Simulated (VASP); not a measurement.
# AlN (P6_3/mmc) in VASP: notebook

Runs on AlN. Level: LDA. Tasks: single point.

All numbers are computed with VASP 6.6.1; they aren't measurements. Logs are shortened: lines on timing, memory, paths and dates and some standing lists are left out, and cuts for length are marked.

**1. The cell of the first run**

The structure is hexagonal, space group P6_3/mmc (No. 194). Conventional cell: a = 3.411 Å, b = 3.411 Å, c = 4.062 Å, α = 90.00°, β = 90.00°, γ = 120.00°. Al (site symmetry -6m2) has 5 N at 1.97 to 2.03 Å within 2.6 Å. N (site symmetry -6m2) has 5 Al at 1.97 to 2.03 Å within 2.6 Å.

**2. Single point, LDA (strain +0.030 along x and y, -0.030 along z)**

Contents of INCAR:

```
SYSTEM = AlN
  PREC = Accurate
  ENCUT = 600
  EDIFF = 1E-6
  ISMEAR = 0
  SIGMA = 0.05
  LREAL = .FALSE.
  LASPH = .TRUE.
  NELM = 120
  ALGO = Normal
  ISIF = 2
  LWAVE = .FALSE.
  LCHARG = .TRUE.
  LELF = .TRUE.
  LVHAR = .TRUE.
  NBANDS = 16
  GGA_COMPAT = .FALSE.
```

Contents of KPOINTS:

```
regular mesh
0
G
  9 9 6
  0 0 0
```

Contents of POSCAR:

```
AlN
1.0
    3.4114792141      0.0000000000      0.0000000000
   -1.7057396070      2.9544276639      0.0000000000
    0.0000000000      0.0000000000      4.0619361100
Al N
2 2
Direct
    0.3333333333      0.6666666667      0.7500000000
    0.6666666667      0.3333333333      0.2500000000
    0.3333333333      0.6666666667      0.2500000000
    0.6666666667      0.3333333333      0.7500000000
```

Potentials or basis: VASP PAW LDA potentials, release 64 (Al, N).

Command:

```sh
$ cat potpaw_LDA.64/Al/POTCAR potpaw_LDA.64/N/POTCAR > POTCAR
$ mpirun -np 1 vasp_std > vasp.out
```

OUTCAR:

```text
SYSTEM = AlN
   PREC = Accurate
   ENCUT = 600
   EDIFF = 1E-6
   ISMEAR = 0
   LREAL = .FALSE.
   LASPH = .TRUE.
   NELM = 120
   ISIF = 2

 ion  position               nearest neighbor table
   1  0.333  0.667  0.750-   4 1.97   4 1.97   4 1.97   3 2.03   3 2.03   2 2.83   2 2.83   2 2.83
                             2 2.83   2 2.83   2 2.83
   2  0.667  0.333  0.250-   3 1.97   3 1.97   3 1.97   4 2.03   4 2.03   1 2.83   1 2.83   1 2.83
                             1 2.83   1 2.83   1 2.83
   3  0.333  0.667  0.250-   2 1.97   2 1.97   2 1.97   1 2.03   1 2.03
   4  0.667  0.333  0.750-   1 1.97   1 1.97   1 1.97   2 2.03   2 2.03

  LATTYP: Found a hexagonal cell.
 ALAT       =     3.4114792141
 C/A-ratio  =     1.1906671139

  Lattice vectors:

 A1 = (   3.4114792141,   0.0000000000,   0.0000000000)
 A2 = (  -1.7057396070,   2.9544276639,   0.0000000000)
 A3 = (   0.0000000000,   0.0000000000,   4.0619361100)

Analysis of symmetry for initial positions (statically):
=====================================================================
 Subroutine PRICEL returns:
 Original cell was already a primitive cell.

 Routine SETGRP: Setting up the symmetry group for a
 hexagonal supercell.

 Subroutine GETGRP returns: Found 24 space group operations
 (whereof 12 operations were pure point group operations)
 out of a pool of 24 trial point group operations.

The static configuration has the point symmetry D_3d.
 The point group associated with its full space group is D_6h.

Analysis of symmetry for dynamics (positions and initial velocities):
=====================================================================
 Subroutine PRICEL returns:
 Original cell was already a primitive cell.

 Routine SETGRP: Setting up the symmetry group for a
 hexagonal supercell.

 Subroutine GETGRP returns: Found 24 space group operations
 (whereof 12 operations were pure point group operations)
 out of a pool of 24 trial point group operations.

The dynamic configuration has the point symmetry D_3d.
 The point group associated with its full space group is D_6h.

 Subroutine INISYM returns: Found 24 space group operations
 (whereof 12 operations are pure point group operations),
 and found     1 'primitive' translations

----------------------------------------------------------------------------------------

                                     Primitive cell

  volume of cell :      40.9401

  direct lattice vectors                    reciprocal lattice vectors
     3.411479214  0.000000000  0.000000000     0.293127977  0.169237516  0.000000000
[... 96 lines left out ...]
   ISIF   =      2    stress and relaxation
   ISYM   =      2    0-nonsym 1-usesym 2-fastsym
   POTIM  = 0.5000    time-step for ionic-motion
   TEBEG  =    0.0;   TEEND  =   0.0 temperature during run
   PSTRESS=    0.0 pullay stress
   NELECT =      16.0000    total number of electrons
   NUPDOWN=      -1.0000    fix difference up-down
   EMIN   =  10.00;   EMAX   =-10.00  energy-range for DOS
   EFERMI =   0.00;   METHOD = LEGACY
   ISMEAR =     0;   SIGMA  =   0.05  broadening in eV -4-tet -1-fermi 0-gaus
   EFERMI_NEDOS =   21; number of points for ismear=-14 and -15
   IALGO  =     38    algorithm
   IMIX   =      4    mixing-type and parameters
     AMIX     =   0.40;   BMIX     =  1.00
     AMIX_MAG =   1.60;   BMIX_MAG =  1.00
  volume/ion in A,a.u.               =      10.24        69.07
  Fermi-wavevector in a.u.,A,eV,Ry     =   1.196920  2.261851 19.491942  1.432617
  Thomas-Fermi vector in A             =   2.332848
   LORBIT       =      0    0 simple, 1 ext, 2 COOP (PROOUT), +10 PAW based schemes
   GGA     = CA    functional components
   LHFCALC =     F    Hartree Fock is set to
   AEXX    =    0.0000 exact exchange contribution
   IVDW    =     0    specifies the selected vdW correction
   LEPSILON=     F    determine dielectric tensor
   LRPA    =     F    only Hartree local field effects (RPA)
 non-spin polarized calculation
 Gauss-broadening in eV      SIGMA  =   0.05
  energy-cutoff  :      600.00
  volume of cell :       40.94
 maximum number of plane-waves:      1386
 NGX is ok and might be reduce to    28
   NGX = 13   NGY = 13   NGZ = 17

 number of electron      15.9999998 magnetization

 Free energy of the ion-electron system (eV)
  ---------------------------------------------------
  ext. energy  EPLUGINS =         0.00000000
  ---------------------------------------------------
  free energy    TOTEN  =       -32.31461447 eV

  energy without entropy =      -32.31461447  energy(sigma->0) =      -32.31461447

 E-fermi :   7.3549     XC(G=0): -11.3487

 val. band max:        7.0689332553   @ k =   0.0000   0.0000   0.0000
 cond. band min:      10.3332572694   @ k =   0.0000   0.0000   0.0000
 fundamental gap:      3.2643240141
 Fermi energy:         7.3548705176

 k-point     1 :       0.0000    0.0000    0.0000
  band No.  band energies     occupation
      1      -9.0893      2.00000
      2      -5.2072      2.00000
      3       0.7338      2.00000
      4       3.9642      2.00000
      5       3.9642      2.00000
      6       5.9071      2.00000
[... 433 lines left out ...]
      3       0.9285      2.00000
      4       1.8748      2.00000
      5       1.8748      2.00000
      6       4.7779      2.00000
[... 8 lines left out ...]
     15      18.4760      0.00000
     16      20.1794      0.00000

 [... further k-points ...]

------------------------ aborting loop because EDIFF is reached ----------------------------------------

  FORCE on cell =-STRESS in cart. coord.  units (eV):
  Direction    XX          YY          ZZ          XY          YZ          ZX
  --------------------------------------------------------------------------------------
  -------------------------------------------------------------------------------------
  Total       -4.3586599     -4.3586599     -1.9344136     -0.0000000      0.0000000      0.0000000
  in kB     -170.5746096   -170.5746096    -75.7025912     -0.0000000      0.0000000      0.0000000
  external PRESSURE =    -138.9506035 kB  Pullay stress =       0.0000000 kB

 VOLUME and BASIS-vectors are now :
 -----------------------------------------------------------------------------
  energy-cutoff  :      600.00
  volume of cell :       40.94
      direct lattice vectors                 reciprocal lattice vectors
     3.411479214  0.000000000  0.000000000     0.293127977  0.169237516  0.000000000
    -1.705739607  2.954427664  0.000000000     0.000000000  0.338475033  0.000000000
     0.000000000  0.000000000  4.061936110     0.000000000  0.000000000  0.246188018

 POSITION                                       TOTAL-FORCE (eV/Angst)
 -----------------------------------------------------------------------------------
     -0.00000      1.96962      3.04645         0.000000     -0.000000      0.000000
      1.70574      0.98481      1.01548        -0.000000      0.000000      0.000000
     -0.00000      1.96962      1.01548        -0.000000     -0.000000      0.000000
      1.70574      0.98481      3.04645         0.000000      0.000000      0.000000
 -----------------------------------------------------------------------------------
    total drift:                                0.000000     -0.000000      0.000000

  FREE ENERGIE OF THE ION-ELECTRON SYSTEM (eV)
  ---------------------------------------------------
  free  energy   TOTEN  =       -32.3146144653 eV

  energy  without entropy=      -32.3146144653  energy(sigma->0) =      -32.31461447
```

stdout:

```text
POSCAR found type information on POSCAR AlN
 POSCAR found :  2 types and       4 ions
 scaLAPACK will be used
 LDA part: xc-table for (Slater(with rela. corr.)+CA(PZ))
 , standard interpolation
 POSCAR, INCAR and KPOINTS ok, starting setup
 FFT: planning ... GRIDC
 FFT: planning ... GRID_SOFT
 FFT: planning ... GRID
 WAVECAR not read
 entering main loop
```

It took 24 s on 1 thread of Intel Xeon Platinum 8375C at 2.90GHz (Ice Lake), shared host; peak memory 0.16 GiB.

Results:

```yaml
Free_energy: -32.3146 eV
Pressure: -13.9 GPa
Band_gap_on_the_k_mesh: 3.26 eV, direct
```

Levels at points of the mesh, in eV from the valence-band top:
| k point | band 6 | band 7 | band 8 | band 9 | band 10 | band 11 |
| --- | --- | --- | --- | --- | --- | --- |
| (0.00, 0.00, 0.00) | -1.16 | -1.16 | 0.00 | 3.26 | 4.09 | 7.87 |
| (0.00, 0.00, 0.50) | -2.17 | -2.17 | -2.17 | 5.63 | 5.63 | 7.99 |

Caveat: the cell differs from its parent crystal (strain +0.030 along x and y, -0.030 along z).

**3. Single point, LDA (strain +0.000 along x and y, +0.015 along z)**

Contents of INCAR:

```
PREC = Accurate
ENCUT = 600
EDIFF = 1E-6
ISMEAR = 0
SIGMA = 0.05
LREAL = False
LASPH = True
NELM = 120
ALGO = Normal
ISIF = 2
LWAVE = False
LCHARG = True
LELF = True
LVHAR = True
NBANDS = 16
GGA_COMPAT = False
```

Contents of KPOINTS:

```
regular mesh
0
Gamma
  9 9 6
```

Contents of POSCAR:

```
AlN
1.0
    3.3121157418      0.0000000000      0.0000000000
   -1.6560578709      2.8683763727      0.0000000000
    0.0000000000      0.0000000000      4.2503764450
Al N
2 2
Direct
    0.3333333333      0.6666666667      0.7500000000
    0.6666666667      0.3333333333      0.2500000000
    0.3333333333      0.6666666667      0.2500000000
    0.6666666667      0.3333333333      0.7500000000
```

Potentials or basis: VASP PAW LDA potentials, release 64 (Al, N).

Command:

```sh
$ cat potpaw_LDA.64/Al/POTCAR potpaw_LDA.64/N/POTCAR > POTCAR
$ mpirun -np 1 vasp_std > vasp.out
```

OUTCAR:

```text
PREC = Accurate
   ENCUT = 600
   EDIFF = 1E-6
   ISMEAR = 0
   LREAL = False
   LASPH = True
   NELM = 120
   ISIF = 2

 ion  position               nearest neighbor table
   1  0.333  0.667  0.750-   4 1.91   4 1.91   4 1.91   3 2.13   3 2.13   2 2.86   2 2.86   2 2.86
                             2 2.86   2 2.86   2 2.86
   2  0.667  0.333  0.250-   3 1.91   3 1.91   3 1.91   4 2.13   4 2.13   1 2.86   1 2.86   1 2.86
                             1 2.86   1 2.86   1 2.86
   3  0.333  0.667  0.250-   2 1.91   2 1.91   2 1.91   1 2.13   1 2.13
   4  0.667  0.333  0.750-   1 1.91   1 1.91   1 1.91   2 2.13   2 2.13

[... 660 lines left out ...]
  --------------------------------------------------------------------------------------
  -------------------------------------------------------------------------------------
  Total       -2.5081709     -2.5081709     -3.0253604      0.0000000      0.0000000      0.0000000
  in kB      -99.5173185    -99.5173185   -120.0379768      0.0000000      0.0000000      0.0000000
  external PRESSURE =    -106.3575379 kB  Pullay stress =       0.0000000 kB

 VOLUME and BASIS-vectors are now :
 -----------------------------------------------------------------------------
  energy-cutoff  :      600.00
  volume of cell :       40.38
      direct lattice vectors                 reciprocal lattice vectors
     3.312115742  0.000000000  0.000000000     0.301921816  0.174314642  0.000000000
    -1.656057871  2.868376373  0.000000000     0.000000000  0.348629284  0.000000000
     0.000000000  0.000000000  4.250376445     0.000000000  0.000000000  0.235273278

 POSITION                                       TOTAL-FORCE (eV/Angst)
 -----------------------------------------------------------------------------------
     -0.00000      1.91225      3.18778        -0.000000      0.000000      0.000000
      1.65606      0.95613      1.06259         0.000000     -0.000000      0.000000
     -0.00000      1.91225      1.06259        -0.000000      0.000000      0.000000
      1.65606      0.95613      3.18778         0.000000     -0.000000      0.000000
 -----------------------------------------------------------------------------------
    total drift:                                0.000000     -0.000000      0.000000

  FREE ENERGIE OF THE ION-ELECTRON SYSTEM (eV)
  ---------------------------------------------------
  free  energy   TOTEN  =       -32.4052774460 eV

  energy  without entropy=      -32.4052774460  energy(sigma->0) =      -32.40527745
```

OSZICAR:

```text
N       E                     dE             d eps       ncg     rms          rms(c)
DAV:   1     0.422785323992E+02    0.42279E+02   -0.80150E+03  1536   0.101E+03
DAV:   2    -0.338015320169E+02   -0.76080E+02   -0.69261E+02  2320   0.184E+02
DAV:   3    -0.371169275228E+02   -0.33154E+01   -0.33045E+01  1848   0.387E+01
DAV:   4    -0.371339441611E+02   -0.17017E-01   -0.17015E-01  1904   0.338E+00
DAV:   5    -0.371341219889E+02   -0.17783E-03   -0.17783E-03  1808   0.335E-01    0.117E+01
DAV:   6    -0.325239190931E+02    0.46102E+01   -0.98436E+00  1720   0.229E+01    0.397E+00
DAV:   7    -0.324676945745E+02    0.56225E-01   -0.52688E-01  1904   0.484E+00    0.268E+00
DAV:   8    -0.324090952692E+02    0.58599E-01   -0.96830E-02  1640   0.254E+00    0.557E-01
DAV:   9    -0.324051560736E+02    0.39392E-02   -0.10499E-02  1848   0.772E-01    0.245E-01
DAV:  10    -0.324053567206E+02   -0.20065E-03   -0.82458E-04  1784   0.200E-01    0.170E-01
DAV:  11    -0.324052783768E+02    0.78344E-04   -0.11248E-04  1744   0.811E-02    0.313E-02
DAV:  12    -0.324052774460E+02    0.93082E-06   -0.19526E-06  1648   0.105E-02
   1 F= -.32405277E+02 E0= -.32405277E+02  d E =-.542290E-13
```

stdout:

```text
POSCAR found type information on POSCAR AlN
 POSCAR found :  2 types and       4 ions
 scaLAPACK will be used
 LDA part: xc-table for (Slater(with rela. corr.)+CA(PZ))
 , standard interpolation
 POSCAR, INCAR and KPOINTS ok, starting setup
 FFT: planning ... GRIDC
 FFT: planning ... GRID_SOFT
 FFT: planning ... GRID
 WAVECAR not read
 entering main loop
```

It took 27 s on 1 thread of Intel Xeon Platinum 8375C at 2.90GHz (Ice Lake), shared host; peak memory 0.16 GiB.

What came out:

```yaml
Free_energy: -32.4053 eV
Pressure: -10.6 GPa
Band_gap_on_the_k_mesh: 3.13 eV, direct
```

Caveat: the cell differs from its parent crystal (strain +0.000 along x and y, +0.015 along z).

**4. Single point, LDA (strain +0.015 along x and y, +0.000 along z)**

Contents of INCAR:

```
SYSTEM = AlN
PREC = Accurate
ENCUT = 600
EDIFF = 1E-6
ISMEAR = 0
SIGMA = 0.05
LREAL = .FALSE.
LASPH = .TRUE.
NELM = 120
ALGO = Normal
ISIF = 2
LWAVE = .FALSE.
LCHARG = .FALSE.
NBANDS = 16
GGA_COMPAT = .FALSE.
```

Contents of KPOINTS:

```
Automatic mesh
0
G
  9 9 6
  0 0 0
```

Contents of POSCAR:

```
AlN
1.0
    3.3617974779      0.0000000000      0.0000000000
   -1.6808987390      2.9114020183      0.0000000000
    0.0000000000      0.0000000000      4.1875630000
Al N
2 2
Direct
    0.3333333333      0.6666666667      0.7500000000
    0.6666666667      0.3333333333      0.2500000000
    0.3333333333      0.6666666667      0.2500000000
    0.6666666667      0.3333333333      0.7500000000
```

Command:

```sh
$ cat potpaw_LDA.64/Al/POTCAR potpaw_LDA.64/N/POTCAR > POTCAR
$ mpirun -np 1 vasp_std > vasp.out
```

It took 25 s on 1 thread of Intel Xeon Platinum 8375C at 2.90GHz (Ice Lake), shared host; peak memory 0.16 GiB.

Results (log left out):

| Property | Result |
| --- | --- |
| Free energy | -32.3570 eV |
| Pressure | -14.0 GPa |
| Band gap on the k mesh | 3.11 eV, direct |

Stress tensor (GPa, compression positive):
```
-14.95   0.00   0.00
  0.00 -14.95   0.00
  0.00   0.00 -12.18
```

Levels at points of the mesh, in eV from the valence-band top:
| k point | band 6 | band 7 | band 8 | band 9 | band 10 | band 11 |
| --- | --- | --- | --- | --- | --- | --- |
| (0.00, 0.00, 0.00) | -1.46 | -1.46 | 0.00 | 3.11 | 4.01 | 7.87 |
| (0.00, 0.00, 0.50) | -2.35 | -2.35 | -2.35 | 5.44 | 5.44 | 8.07 |

Caveat: the cell differs from its parent crystal (strain +0.015 along x and y, +0.000 along z).

**5. Single point, LDA (strain +0.015 along x and y, -0.015 along z)**

Contents of INCAR:

```
PREC = Accurate
ENCUT = 600
EDIFF = 1E-6
ISMEAR = 0
SIGMA = 0.05
LREAL = False
LASPH = True
NELM = 120
ALGO = Normal
ISIF = 2
LWAVE = False
LCHARG = False
NBANDS = 16
GGA_COMPAT = False
```

Contents of KPOINTS:

```
regular mesh
0
Gamma
  9 9 6
```

Edit POSCAR of step 4 so:

```diff
@@ -4,3 +4,3 @@
    -1.6808987390      2.9114020183      0.0000000000
-    0.0000000000      0.0000000000      4.1875630000
+    0.0000000000      0.0000000000      4.1247495550
 Al N
```

Command:

```sh
$ cat potpaw_LDA.64/Al/POTCAR potpaw_LDA.64/N/POTCAR > POTCAR
$ mpirun -np 1 vasp_std > vasp.out
```

It took 25 s on 1 thread of Intel Xeon Platinum 8375C at 2.90GHz (Ice Lake), shared host; peak memory 0.16 GiB.

The run converged. Its results:

```yaml
Free_energy: -32.3960 eV
Pressure: -11.6 GPa
Band_gap_on_the_k_mesh: 3.26 eV, direct
```

Stress tensor (GPa, compression positive):
```
-13.16   0.00   0.00
  0.00 -13.16   0.00
  0.00   0.00  -8.34
```

Levels at points of the mesh, in eV from the valence-band top:
```csv
k point,band 4,band 5,band 6,band 7,band 8,band 9,band 10,band 11,band 12,band 13
"(0.00, 0.00, 0.00)",-3.20,-3.20,-1.39,-1.39,0.00,3.26,4.14,7.94,7.94,11.05
"(0.00, 0.00, 0.50)",-3.57,-2.33,-2.33,-2.33,-2.33,5.59,5.59,8.10,8.10,8.10
```

Caveat: the cell differs from its parent crystal (strain +0.015 along x and y, -0.015 along z).

**6. The runs side by side**

```csv
cell,gap on the mesh (eV),pressure (GPa)
"a = 3.411, b = 3.411, c = 4.062 Å, angles 90.0, 90.0, 120.0°, 4 atoms",3.26,-13.9
"a = 3.312, b = 3.312, c = 4.250 Å, angles 90.0, 90.0, 120.0°, 4 atoms",3.13,-10.6
"a = 3.362, b = 3.362, c = 4.188 Å, angles 90.0, 90.0, 120.0°, 4 atoms",3.11,-14.0
"a = 3.362, b = 3.362, c = 4.125 Å, angles 90.0, 90.0, 120.0°, 4 atoms",3.26,-11.6
```

Alike in all rows: task single point; level LDA; potentials or basis VASP PAW LDA potentials, release 64 (Al, N); no spin polarisation; k mesh 9 × 9 × 6; cutoff (eV) 600; smearing gaussian 0.05 eV.

Absolute energies hang on the potentials; compare differences alone.
